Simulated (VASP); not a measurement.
# Ir (Fm-3m) in VASP: notebook

Runs on Ir. Level: LDA. Tasks: single point, relaxation of cell and atoms.

All numbers are computed with VASP 6.6.1; they aren't measurements. Logs are shortened: lines on timing, memory, paths and dates and some standing lists are left out, and cuts for length are marked.

## Step 1: The cell of the first run

It takes space group Fm-3m (No. 225, cubic). Conventional cell: a = 3.810 Å, b = 3.810 Å, c = 3.810 Å, α = 90.00°, β = 90.00°, γ = 90.00°. Ir (site symmetry m-3m) has 12 Ir at 2.69 Å within 3.6 Å.

## Step 2: Single point, LDA

INCAR

```
SYSTEM = Ir
ALGO     = Normal         ! electronic algorithm
EDIFF    = 1E-6           ! SCF threshold, eV
ENCUT    = 500            ! plane-wave cutoff, eV
GGA_COMPAT= .FALSE.      
ISIF     = 2              ! what is computed and relaxed
ISMEAR   = 0              ! smearing method
LASPH    = .TRUE.         ! aspherical terms in the spheres
LCHARG   = .FALSE.        ! write CHGCAR
LREAL    = .FALSE.        ! projectors in reciprocal space
LWAVE    = .FALSE.        ! write WAVECAR
NBANDS   = 10             ! bands
NELM     = 120            ! most SCF steps
PREC     = Accurate       ! precision mode
SIGMA    = 0.1            ! smearing width, eV
```

KPOINTS

```
k-points
0
G
  12 12 12
  0 0 0
```

POSCAR

```
Ir
1.0
    0.0000000000      1.9048113280      1.9048113280
    1.9048113280      0.0000000000      1.9048113280
    1.9048113280      1.9048113280      0.0000000000
Ir
1
Direct
    0.0000000000      0.0000000000      0.0000000000
```

Potentials or basis: VASP PAW LDA potentials, release 64 (Ir).

On the command line:

```sh
$ cat potpaw_LDA.64/Ir/POTCAR > POTCAR
$ mpirun -np 1 vasp_std > vasp.out
```

OUTCAR:

```text
SYSTEM = Ir
   EDIFF = 1E-6
   ENCUT = 500
   ISIF = 2
   ISMEAR = 0
   LASPH = .TRUE.
   LREAL = .FALSE.
   NELM = 120
   PREC = Accurate

 ion  position               nearest neighbor table
   1  0.000  0.000  0.000-

  LATTYP: Found a face centered cubic cell.
 ALAT       =     3.8096226560

  Lattice vectors:

 A1 = (   0.0000000000,   1.9048113280,   1.9048113280)
 A2 = (   1.9048113280,   0.0000000000,   1.9048113280)
 A3 = (   1.9048113280,   1.9048113280,   0.0000000000)

Analysis of symmetry for initial positions (statically):
=====================================================================
 Subroutine PRICEL returns:
 Original cell was already a primitive cell.

 Routine SETGRP: Setting up the symmetry group for a
 face centered cubic supercell.

 Subroutine GETGRP returns: Found 48 space group operations
 (whereof 48 operations were pure point group operations)
 out of a pool of 48 trial point group operations.

The static configuration has the point symmetry O_h .

Analysis of symmetry for dynamics (positions and initial velocities):
=====================================================================
 Subroutine PRICEL returns:
 Original cell was already a primitive cell.

 Routine SETGRP: Setting up the symmetry group for a
 face centered cubic supercell.

 Subroutine GETGRP returns: Found 48 space group operations
 (whereof 48 operations were pure point group operations)
 out of a pool of 48 trial point group operations.

The dynamic configuration has the point symmetry O_h .

 Subroutine INISYM returns: Found 48 space group operations
 (whereof 48 operations are pure point group operations),
 and found     1 'primitive' translations

----------------------------------------------------------------------------------------

                                     Primitive cell

  volume of cell :      13.8225

  direct lattice vectors                    reciprocal lattice vectors
     0.000000000  1.904811328  1.904811328    -0.262493189  0.262493189  0.262493189
     1.904811328  0.000000000  1.904811328     0.262493189 -0.262493189  0.262493189
     1.904811328  1.904811328  0.000000000     0.262493189  0.262493189 -0.262493189

  length of vectors
     2.693810014  2.693810014  2.693810014     0.454651540  0.454651540  0.454651540

  position of ions in fractional coordinates (direct lattice)
     0.000000000  0.000000000  0.000000000

  ion indices of the primitive-cell ions
   primitive index   ion index
                 1           1

----------------------------------------------------------------------------------------

 KPOINTS: k-points

Automatic generation of k-mesh.
 Grid dimensions read from file:
 generate k-points for:   12   12   12

 Generating k-lattice:

  Cartesian coordinates                     Fractional coordinates (reciprocal lattice)
    -0.021874432  0.021874432  0.021874432     0.083333333  0.000000000  0.000000000
     0.021874432 -0.021874432  0.021874432     0.000000000  0.083333333  0.000000000
     0.021874432  0.021874432 -0.021874432     0.000000000  0.000000000  0.083333333

  Length of vectors
     0.037887628  0.037887628  0.037887628

  Shift w.r.t. Gamma in fractional coordinates (k-lattice)
     0.000000000  0.000000000  0.000000000

 Subroutine IBZKPT returns following result:
 ===========================================

 Found     72 irreducible k-points:

 Following reciprocal coordinates:
            Coordinates               Weight
  0.000000  0.000000  0.000000      1.000000
  0.083333  0.000000  0.000000      8.000000
  0.166667  0.000000  0.000000      8.000000
  0.250000  0.000000  0.000000      8.000000
  0.333333  0.000000  0.000000      8.000000
  0.416667  0.000000  0.000000      8.000000
[... 16 lines left out ...]
  0.500000  0.166667  0.000000     24.000000
 -0.416667  0.166667  0.000000     24.000000
 [... further k-points ...]
   k-points           NKPTS =     72   k-points in BZ     NKDIM =     72   number of bands    NBANDS=     10
   number of dos      NEDOS =    301   number of ions     NIONS =      1
   total plane-waves  NPLWV =   8000
   dimension x,y,z NGX =    20 NGY =   20 NGZ =   20
   dimension x,y,z NGXF=    40 NGYF=   40 NGZF=   40
   ions per type =               1
   NGX,Y,Z   is equivalent  to a cutoff of  12.34, 12.34, 12.34 a.u.
   NGXF,Y,Z  is equivalent  to a cutoff of  24.69, 24.69, 24.69 a.u.
 SYSTEM =  Ir
   PREC   = accura    normal or accurate (medium, high low for compatibility)
   ISTART =      0    job   : 0-new  1-cont  2-samecut
   ICHARG =      2    charge: 1-file 2-atom 10-const
   ISPIN  =      1    spin polarized calculation?
   LNONCOLLINEAR =      F non collinear calculations
   LSORBIT =      F    spin-orbit coupling
   LASPH  =      T    aspherical Exc in radial PAW
   ENCUT  =  500.0 eV  36.75 Ry    6.06 a.u.   4.91  4.91  4.91*2*pi/ulx,y,z
   NELM   =    120;   NELMIN=  2; NELMDL= -5     # of ELM steps
   EDIFF  = 0.1E-05   stopping-criterion for ELM
   LREAL  =      F    real-space projection
   EDIFFG = 0.1E-04   stopping-criterion for IOM
   NSW    =      0    number of steps for IOM
   IBRION =     -1    ionic relax: 0-MD 1-quasi-New 2-CG
   NFREE  =      0    steps in history (QN), initial steepest desc. (CG)
   ISIF   =      2    stress and relaxation
   ISYM   =      2    0-nonsym 1-usesym 2-fastsym
   POTIM  = 0.5000    time-step for ionic-motion
   TEBEG  =    0.0;   TEEND  =   0.0 temperature during run
   PSTRESS=    0.0 pullay stress
   NELECT =       9.0000    total number of electrons
   NUPDOWN=      -1.0000    fix difference up-down
   EMIN   =  10.00;   EMAX   =-10.00  energy-range for DOS
   EFERMI =   0.00;   METHOD = LEGACY
   ISMEAR =     0;   SIGMA  =   0.10  broadening in eV -4-tet -1-fermi 0-gaus
   EFERMI_NEDOS =   21; number of points for ismear=-14 and -15
   IALGO  =     38    algorithm
   IMIX   =      4    mixing-type and parameters
     AMIX     =   0.40;   BMIX     =  1.00
     AMIX_MAG =   1.60;   BMIX_MAG =  1.00
  volume/ion in A,a.u.               =      13.82        93.28
  Fermi-wavevector in a.u.,A,eV,Ry     =   1.418928  2.681385 27.393382  2.013357
  Thomas-Fermi vector in A             =   2.540002
   LORBIT       =      0    0 simple, 1 ext, 2 COOP (PROOUT), +10 PAW based schemes
   GGA     = CA    functional components
   LHFCALC =     F    Hartree Fock is set to
   AEXX    =    0.0000 exact exchange contribution
   IVDW    =     0    specifies the selected vdW correction
   LEPSILON=     F    determine dielectric tensor
   LRPA    =     F    only Hartree local field effects (RPA)
 non-spin polarized calculation
 Gauss-broadening in eV      SIGMA  =   0.10
  energy-cutoff  :      500.00
  volume of cell :       13.82
 maximum number of plane-waves:       360
   NGX =  9   NGY =  9   NGZ =  9

 number of electron       9.0000001 magnetization

 Free energy of the ion-electron system (eV)
  ---------------------------------------------------
  ext. energy  EPLUGINS =         0.00000000
  ---------------------------------------------------
  free energy    TOTEN  =       -10.34524266 eV

  energy without entropy =      -10.34273946  energy(sigma->0) =      -10.34399106

 E-fermi :  10.7693     XC(G=0): -14.2744

 val. band max:       10.7606597739   @ k =  -0.2500   0.0833   0.0000
 cond. band min:      10.9035926212   @ k =   0.3333   0.1667   0.0833
 fundamental gap:      0.1429328473
 Fermi energy:        10.7693390614

 k-point     1 :       0.0000    0.0000    0.0000
  band No.  band energies     occupation
      1      -0.6325      2.00000
      2       6.6646      2.00000
      3       6.6646      2.00000
      4       6.6646      2.00000
      5       9.4891      2.00000
      6       9.4891      2.00000
      7      25.0220      0.00000
      8      30.6961      0.00000
      9      30.6961      0.00000
     10      30.6961      0.00000

 k-point     2 :       0.0833    0.0000    0.0000
  band No.  band energies     occupation
      1      -0.3180      2.00000
      2       6.5006      2.00000
      3       6.7995      2.00000
      4       6.7995      2.00000
      5       9.4038      2.00000
      6       9.4038      2.00000
      7      25.5663      0.00000
      8      29.2607      0.00000
      9      31.2217      0.00000
     10      31.2217      0.00000

 k-point     3 :       0.1667    0.0000    0.0000
  band No.  band energies     occupation
      1       0.5415      2.00000
      2       6.1743      2.00000
      3       7.0745      2.00000
      4       7.0745      2.00000
      5       9.3200      2.00000
      6       9.3200      2.00000
      7      26.6478      0.00000
      8      27.1905      0.00000
      9      32.6915      0.00000
     10      32.6915      0.00000

 k-point     4 :       0.2500    0.0000    0.0000
  band No.  band energies     occupation
      1       1.6096      2.00000
      2       6.1627      2.00000
      3       7.1297      2.00000
      4       7.1297      2.00000
      5       9.6659      2.00000
      6       9.6659      2.00000
      7      24.6148      0.00000
      8      27.6665      0.00000
      9      34.6941      0.00000
     10      34.6943      0.00000
[... 222 lines left out ...]
 k-point    22 :       0.4167    0.1667    0.0000
  band No.  band energies     occupation
      1       3.1907      2.00000
      2       5.7456      2.00000
      3       6.4529      2.00000
      4       7.7890      2.00000
      5      11.5770      0.00000
      6      11.9232      0.00000
      7      21.4155      0.00000
      8      27.0714      0.00000
      9      29.2899      0.00000
     10      31.5124      0.00000

 k-point    23 :       0.5000    0.1667    0.0000
  band No.  band energies     occupation
      1       3.2563      2.00000
      2       5.7631      2.00000
      3       7.2892      2.00000
      4       7.5418      2.00000
      5      11.7433      0.00000
      6      14.0103      0.00000
      7      18.4903      0.00000
      8      26.3209      0.00000
      9      29.2735      0.00000
     10      29.8582      0.00000

 k-point    24 :      -0.4167    0.1667    0.0000
  band No.  band energies     occupation
      1       3.3290      2.00000
      2       5.7853      2.00000
      3       7.4255      2.00000
      4       7.6453      2.00000
      5      11.1895      0.00000
      6      14.6189      0.00000
      7      18.1833      0.00000
      8      26.1666      0.00000
      9      28.4874      0.00000
     10      30.5370      0.00000

 [... further k-points ...]
[... 5 lines left out ...]
  --------------------------------------------------------------------------------------
  -------------------------------------------------------------------------------------
  Total        0.2241238      0.2241238      0.2241238     -0.0000000      0.0000000      0.0000000
  in kB       25.9784197     25.9784197     25.9784197     -0.0000000      0.0000000      0.0000000
  external PRESSURE =      25.9784197 kB  Pullay stress =       0.0000000 kB

 VOLUME and BASIS-vectors are now :
 -----------------------------------------------------------------------------
  energy-cutoff  :      500.00
  volume of cell :       13.82
      direct lattice vectors                 reciprocal lattice vectors
     0.000000000  1.904811328  1.904811328    -0.262493189  0.262493189  0.262493189
     1.904811328  0.000000000  1.904811328     0.262493189 -0.262493189  0.262493189
     1.904811328  1.904811328  0.000000000     0.262493189  0.262493189 -0.262493189

 POSITION                                       TOTAL-FORCE (eV/Angst)
 -----------------------------------------------------------------------------------
      0.00000      0.00000      0.00000        -0.000000     -0.000000     -0.000000
 -----------------------------------------------------------------------------------
    total drift:                                0.000000      0.000000     -0.000000

  FREE ENERGIE OF THE ION-ELECTRON SYSTEM (eV)
  ---------------------------------------------------
  free  energy   TOTEN  =       -10.3452426579 eV

  energy  without entropy=      -10.3427394564  energy(sigma->0) =      -10.34399106
```

It took 7.1 s on 1 thread of Intel Xeon Platinum 8488C (Sapphire Rapids), shared host; peak memory 0.12 GiB.

Results:

| Property | Result |
| --- | --- |
| Free energy | -10.3452 eV |
| Pressure | 2.6 GPa |

Caveat: spin-orbit coupling is left out, which moves the levels of the heavy elements.

## Step 3: Relaxation of cell and atoms, LDA

This run uses another cell than the first one, of 14.27 Å³/atom, 1.032 times its volume.

INCAR

```
  ALGO = Normal
  EDIFF = 1E-7
  EDIFFG = -0.003
  ENCUT = 500
  GGA = CA
  GGA_COMPAT = F
  IBRION = 2
  ISIF = 3
  ISMEAR = 0
  LASPH = T
  LCHARG = F
  LREAL = F
  LWAVE = F
  NELM = 120
  NELMIN = 4
  NSW = 80
  PREC = Accurate
  SIGMA = 0.1
```

KPOINTS

```
k-points
0
Gamma
  12 12 12
```

POSCAR

```
Ir
1.0
    0.0000000000      1.9250000000      1.9250000000
    1.9250000000      0.0000000000      1.9250000000
    1.9250000000      1.9250000000      0.0000000000
Ir
1
Direct
    0.0000000000      0.0000000000      0.0000000000
```

Potentials or basis: VASP PAW LDA potentials, release 64 (Ir).

On the command line:

```sh
$ cat potpaw_LDA.64/Ir/POTCAR > POTCAR
$ mpirun -np 1 vasp_std > vasp.out
```

It took 24 s on 1 thread of Intel Xeon Platinum 8488C (Sapphire Rapids), shared host; peak memory 0.14 GiB.

Results (log left out):

```yaml
Free_energy: -10.3463 eV
Relaxed_volume: 13.91 Å³/atom
Relaxed_cell: a = 2.699 Å, b = 2.699 Å, c = 2.699 Å, α = 60.00°, β = 60.00°, γ = 60.00°
Space_group_after_relaxing_to_0.05_Å: Fm-3m (No. 225)
Energy_gained_by_relaxing: 11.0 meV/atom
Ionic_steps: 7
Pressure_after_relaxing: 0.0 GPa
```

Step by step:
| step | energy change (eV) | largest force (eV/Å) | pressure (GPa) | volume (Å³) |
| --- | --- | --- | --- | --- |
| 1 | 0.0000 | 0.0000 | -9.65 | 14.27 |
| 2 | 0.1912 | 0.0000 | 53.32 | 12.57 |
| 3 | -0.0110 | 0.0000 | -0.48 | 13.93 |
| 4 | -0.0110 | 0.0000 | -0.08 | 13.91 |
| 5 | -0.0110 | 0.0000 | 0.13 | 13.91 |
| 6 | -0.0110 | 0.0000 | -0.41 | 13.92 |
| 7 | -0.0110 | 0.0000 | 0.00 | 13.91 |

Final structure:
```cif
data_structure
_symmetry_space_group_name_H-M 'P 1'
_symmetry_Int_Tables_number 1
_cell_length_a 2.6995
_cell_length_b 2.6995
_cell_length_c 2.6995
_cell_angle_alpha 60.000
_cell_angle_beta 60.000
_cell_angle_gamma 60.000
_cell_volume 13.91
loop_
_atom_site_label
_atom_site_type_symbol
_atom_site_fract_x
_atom_site_fract_y
_atom_site_fract_z
_atom_site_occupancy
Ir1 Ir 0.00000 0.00000 0.00000 1
```

Levels at points of the mesh, in eV from the Fermi level:
| k point | band 2 | band 3 | band 4 | band 5 | band 6 | band 7 |
| --- | --- | --- | --- | --- | --- | --- |
| (0.00, 0.00, 0.00) | -4.06 | -4.06 | -4.06 | -1.27 | -1.27 | 14.27 |
| (0.50, 0.00, 0.00) | -4.16 | -4.16 | -0.80 | 0.88 | 0.88 | 7.39 |
| (0.50, 0.50, 0.00) | -7.60 | 0.87 | 1.47 | 1.47 | 1.70 | 10.71 |

Caveat: spin-orbit coupling is left out, which moves the levels of the heavy elements.
